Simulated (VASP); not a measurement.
C, 8 atoms in the cell. The structure is hexagonal, space group P6_3/mmc (No. 194). The conventional cell has a = 2.461 Å, b = 2.461 Å, c = 8.406 Å, α = 90.00°, β = 90.00°, γ = 120.00°. C (site symmetry 3m) has 4 C at 1.44 to 1.56 Å within 1.9 Å. C (site symmetry 3m) has 4 C at 1.49 to 1.56 Å within 2.0 Å.  This cell differs from its parent crystal: mode 21 frozen in at -0.060 Å, strain +e along z and -e/2 along x and y +0.0233.

* Program: VASP 6.6.1
* Task: single point
* Functional: LDA
* Potentials or basis: VASP PAW LDA potentials, release 64 (C)
* Cutoff: 520 eV
* k mesh: 12 × 12 × 4
* Occupations: gaussian, width 0.05 eV
* Spin: no spin polarisation
* Dipole correction: no
* Further INCAR settings: ALGO = Normal; EDIFF = 1e-06; NBANDS = 26

Potentials or basis: VASP PAW LDA potentials, release 64 (C).

Launch:

```console
$ cat potpaw_LDA.64/C/POTCAR > POTCAR
$ mpirun -np 1 vasp_std > vasp.out
```

Hardware: 1 thread of Intel(R) Xeon(R) Platinum 8259CL CPU @ 2.50GHz (Skylake/Cascade Lake), with other jobs on the host.

Estimate the wall time of this run.

Wall time 68 s on 1 thread of Intel(R) Xeon(R) Platinum 8259CL CPU @ 2.50GHz (Skylake/Cascade Lake), with other jobs on the host, peak memory 0.16 GiB. Counts: scf iterations 12, k points 57.
